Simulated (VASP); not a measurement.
# ZnO (P6_3/mmc) in VASP: further runs, part 2 of 3

VASP 6.6.1. Earlier steps stand in the parts before.

## (3) Single point, PBE+D3(BJ)

This run uses another cell than the first one, of the same volume but with other edges.

Contents of INCAR:

```
PREC = Accurate
ENCUT = 520
EDIFF = 1E-7
ISMEAR = 0
SIGMA = 0.05
LREAL = False
LASPH = True
NELM = 80
ALGO = Normal
ISIF = 2
LWAVE = False
LCHARG = True
GGA = PE
IVDW = 12
LELF = True
LVHAR = True
NBANDS = 26
```

Contents of KPOINTS:

```
regular mesh
0
Gamma
  12 12 4
```

Contents of POSCAR:

```
ZnO
1.0
    3.0940955581      0.0000000000      0.0000000000
   -1.5470477790      2.6795653551      0.0000000000
    0.0000000000      0.0000000000      8.0520026546
Zn O
2 2
Direct
    0.0000000000      0.0000000000      0.7500000000
    0.0000000000      0.0000000000      0.2500000000
    0.3333333333      0.6666666667      0.2500000000
    0.6666666667      0.3333333333      0.7500000000
```

Potentials or basis: VASP PAW PBE potentials, release 64 (Zn, O).

Started as:

```sh
> cat potpaw_PBE.64/Zn/POTCAR potpaw_PBE.64/O/POTCAR > POTCAR
> mpirun -np 1 vasp_std > vasp.out
```

OUTCAR:

```text
PREC = Accurate
   ENCUT = 520
   EDIFF = 1E-7
   ISMEAR = 0
   LREAL = False
   LASPH = True
   NELM = 80
   ISIF = 2
   GGA = PE
   IVDW = 12
 IVDW          = 12

 ion  position               nearest neighbor table
   1  0.000  0.000  0.750-   4 1.79   4 1.79   4 1.79
   2  0.000  0.000  0.250-   3 1.79   3 1.79   3 1.79
   3  0.333  0.667  0.250-   2 1.79   2 1.79   2 1.79
   4  0.667  0.333  0.750-   1 1.79   1 1.79   1 1.79

  LATTYP: Found a hexagonal cell.
 ALAT       =     3.0940955581
 C/A-ratio  =     2.6023768508

  Lattice vectors:

 A1 = (   3.0940955581,   0.0000000000,   0.0000000000)
 A2 = (  -1.5470477790,   2.6795653551,   0.0000000000)
 A3 = (   0.0000000000,   0.0000000000,   8.0520026546)

Analysis of symmetry for initial positions (statically):
=====================================================================
 Subroutine PRICEL returns:
 Original cell was already a primitive cell.

 Routine SETGRP: Setting up the symmetry group for a
 hexagonal supercell.

 Subroutine GETGRP returns: Found 24 space group operations
 (whereof 12 operations were pure point group operations)
 out of a pool of 24 trial point group operations.

The static configuration has the point symmetry D_3d.
 The point group associated with its full space group is D_6h.

Analysis of symmetry for dynamics (positions and initial velocities):
=====================================================================
 Subroutine PRICEL returns:
 Original cell was already a primitive cell.

 Routine SETGRP: Setting up the symmetry group for a
 hexagonal supercell.

 Subroutine GETGRP returns: Found 24 space group operations
 (whereof 12 operations were pure point group operations)
 out of a pool of 24 trial point group operations.

The dynamic configuration has the point symmetry D_3d.
 The point group associated with its full space group is D_6h.

 Subroutine INISYM returns: Found 24 space group operations
 (whereof 12 operations are pure point group operations),
 and found     1 'primitive' translations

----------------------------------------------------------------------------------------

                                     Primitive cell

  volume of cell :      66.7578

  direct lattice vectors                    reciprocal lattice vectors
     3.094095558  0.000000000  0.000000000     0.323196224  0.186597427  0.000000000
    -1.547047779  2.679565355  0.000000000     0.000000000  0.373194853  0.000000000
     0.000000000  0.000000000  8.052002655     0.000000000  0.000000000  0.124192706

  length of vectors
     3.094095558  3.094095558  8.052002655     0.373194853  0.373194853  0.124192706

  position of ions in fractional coordinates (direct lattice)
     0.000000000  0.000000000  0.750000000
     0.000000000  0.000000000  0.250000000
     0.333333333  0.666666667  0.250000000
     0.666666667  0.333333333  0.750000000

  ion indices of the primitive-cell ions
   primitive index   ion index
                 1           1
                 2           2
                 3           3
                 4           4

----------------------------------------------------------------------------------------

 KPOINTS: regular mesh

Automatic generation of k-mesh.
 Grid dimensions read from file:
 generate k-points for:   12   12    4

 Generating k-lattice:

  Cartesian coordinates                     Fractional coordinates (reciprocal lattice)
     0.026933019  0.015549786  0.000000000     0.083333333  0.000000000  0.000000000
     0.000000000  0.031099571  0.000000000     0.000000000  0.083333333  0.000000000
     0.000000000  0.000000000  0.031048177     0.000000000  0.000000000  0.250000000

  Length of vectors
     0.031099571  0.031099571  0.031048177

  Shift w.r.t. Gamma in fractional coordinates (k-lattice)
     0.000000000  0.000000000  0.000000000

 Subroutine IBZKPT returns following result:
 ===========================================

 Found     57 irreducible k-points:

 Following reciprocal coordinates:
            Coordinates               Weight
  0.000000  0.000000  0.000000      1.000000
  0.083333 -0.000000  0.000000      6.000000
  0.166667  0.000000  0.000000      6.000000
  0.250000 -0.000000  0.000000      6.000000
  0.333333  0.000000  0.000000      6.000000
  0.416667  0.000000  0.000000      6.000000
[... 16 lines left out ...]
  0.250000 -0.000000  0.250000     12.000000
  0.333333  0.000000  0.250000     12.000000
 [... further k-points ...]
   k-points           NKPTS =     57   k-points in BZ     NKDIM =     57   number of bands    NBANDS=     26
   number of dos      NEDOS =    301   number of ions     NIONS =      4
   total plane-waves  NPLWV =  34560
   dimension x,y,z NGX =    24 NGY =   24 NGZ =   60
   dimension x,y,z NGXF=    48 NGYF=   48 NGZF=  120
   ions per type =               2   2
   NGX,Y,Z   is equivalent  to a cutoff of  12.90, 12.90, 12.39 a.u.
   NGXF,Y,Z  is equivalent  to a cutoff of  25.79, 25.79, 24.78 a.u.
 SYSTEM =  unknown system
   PREC   = accura    normal or accurate (medium, high low for compatibility)
   ISTART =      0    job   : 0-new  1-cont  2-samecut
   ICHARG =      2    charge: 1-file 2-atom 10-const
   ISPIN  =      1    spin polarized calculation?
   LNONCOLLINEAR =      F non collinear calculations
   LSORBIT =      F    spin-orbit coupling
   LASPH  =      T    aspherical Exc in radial PAW
   ENCUT  =  520.0 eV  38.22 Ry    6.18 a.u.   5.75  5.75 14.97*2*pi/ulx,y,z
   NELM   =     80;   NELMIN=  2; NELMDL= -5     # of ELM steps
   EDIFF  = 0.1E-06   stopping-criterion for ELM
   LREAL  =      F    real-space projection
   EDIFFG = 0.1E-05   stopping-criterion for IOM
   NSW    =      0    number of steps for IOM
   IBRION =     -1    ionic relax: 0-MD 1-quasi-New 2-CG
   NFREE  =      0    steps in history (QN), initial steepest desc. (CG)
   ISIF   =      2    stress and relaxation
   ISYM   =      2    0-nonsym 1-usesym 2-fastsym
   POTIM  = 0.5000    time-step for ionic-motion
   TEBEG  =    0.0;   TEEND  =   0.0 temperature during run
   PSTRESS=    0.0 pullay stress
   NELECT =      36.0000    total number of electrons
   NUPDOWN=      -1.0000    fix difference up-down
   EMIN   =  10.00;   EMAX   =-10.00  energy-range for DOS
   EFERMI =   0.00;   METHOD = LEGACY
   ISMEAR =     0;   SIGMA  =   0.05  broadening in eV -4-tet -1-fermi 0-gaus
   EFERMI_NEDOS =   21; number of points for ismear=-14 and -15
   IALGO  =     38    algorithm
   IMIX   =      4    mixing-type and parameters
     AMIX     =   0.40;   BMIX     =  1.00
     AMIX_MAG =   1.60;   BMIX_MAG =  1.00
  volume/ion in A,a.u.               =      16.69       112.63
  Fermi-wavevector in a.u.,A,eV,Ry     =   1.332524  2.518105 24.158775  1.775620
  Thomas-Fermi vector in A             =   2.461452
   LORBIT       =      0    0 simple, 1 ext, 2 COOP (PROOUT), +10 PAW based schemes
   GGA     = PE    functional components
   LHFCALC =     F    Hartree Fock is set to
   AEXX    =    0.0000 exact exchange contribution
   IVDW    =    12    specifies the selected vdW correction
   LEPSILON=     F    determine dielectric tensor
   LRPA    =     F    only Hartree local field effects (RPA)
 non-spin polarized calculation
 Gauss-broadening in eV      SIGMA  =   0.05
  energy-cutoff  :      520.00
  volume of cell :       66.76
 maximum number of plane-waves:      1822
 NGX is ok and might be reduce to    24

 number of electron      36.0000028 magnetization

 Free energy of the ion-electron system (eV)
  ---------------------------------------------------
  ext. energy  EPLUGINS =         0.00000000
  ---------------------------------------------------
  free energy    TOTEN  =       -16.25346740 eV

  energy without entropy =      -16.25346740  energy(sigma->0) =      -16.25346740

 E-fermi :   0.2643     XC(G=0):  -8.6419

 val. band max:       -0.0383663728   @ k =   0.0000   0.0000   0.0000
 cond. band min:       0.8689874385   @ k =   0.0000   0.0000   0.0000
 fundamental gap:      0.9073538114
 Fermi energy:         0.2643286161

 k-point     1 :       0.0000    0.0000    0.0000
  band No.  band energies     occupation
      1     -19.0174      2.00000
      2     -18.9888      2.00000
      3      -7.3776      2.00000
      4      -7.3776      2.00000
      5      -7.3742      2.00000
      6      -7.3741      2.00000
[... 685 lines left out ...]
     25      11.6215      0.00000
     26      11.9809      0.00000

 [... further k-points ...]

------------------------ aborting loop because EDIFF is reached ----------------------------------------

 Edisp (eV)   -0.60762

 E8    (eV) :    -0.2251

  FORCE on cell =-STRESS in cart. coord.  units (eV):
  Direction    XX          YY          ZZ          XY          YZ          ZX
  --------------------------------------------------------------------------------------
  -------------------------------------------------------------------------------------
  Total      11.99416    11.99416    -0.79060     0.00000     0.00000     0.00000
  in kB     287.85804   287.85804   -18.97429     0.00000     0.00000     0.00000
  external pressure =      185.58 kB  Pullay stress =        0.00 kB

 VOLUME and BASIS-vectors are now :
 -----------------------------------------------------------------------------
  energy-cutoff  :      520.00
  volume of cell :       66.76
      direct lattice vectors                 reciprocal lattice vectors
     3.094095558  0.000000000  0.000000000     0.323196224  0.186597427  0.000000000
    -1.547047779  2.679565355  0.000000000     0.000000000  0.373194853  0.000000000
     0.000000000  0.000000000  8.052002655     0.000000000  0.000000000  0.124192706

 POSITION                                       TOTAL-FORCE (eV/Angst)
 -----------------------------------------------------------------------------------
      0.00000      0.00000      6.03900         0.000000     -0.000000     -0.000000
      0.00000      0.00000      2.01300        -0.000000      0.000000      0.000000
     -0.00000      1.78638      2.01300        -0.000000      0.000000      0.000000
      1.54705      0.89319      6.03900        -0.000000     -0.000000      0.000000
 -----------------------------------------------------------------------------------
    total drift:                               -0.000000      0.000000     -0.000000

  FREE ENERGIE OF THE ION-ELECTRON SYSTEM (eV)
  ---------------------------------------------------
  free  energy   TOTEN  =       -16.8610833921 eV

  energy  without entropy=      -16.8610833921  energy(sigma->0) =      -16.86108339
```

Run time: 3 min. Hardware: 1 thread of Intel Xeon 8259CL, shared host; peak memory 0.24 GiB.

What came out:

```yaml
Free_energy: -16.8611 eV
Pressure: 18.6 GPa
Band_gap_on_the_k_mesh: 0.91 eV
Dispersion_energy_per_atom: -0.152 eV
```

Caveat: the stress differs along the axes, from -2 to 29 GPa.

[end of part 2 of 3]
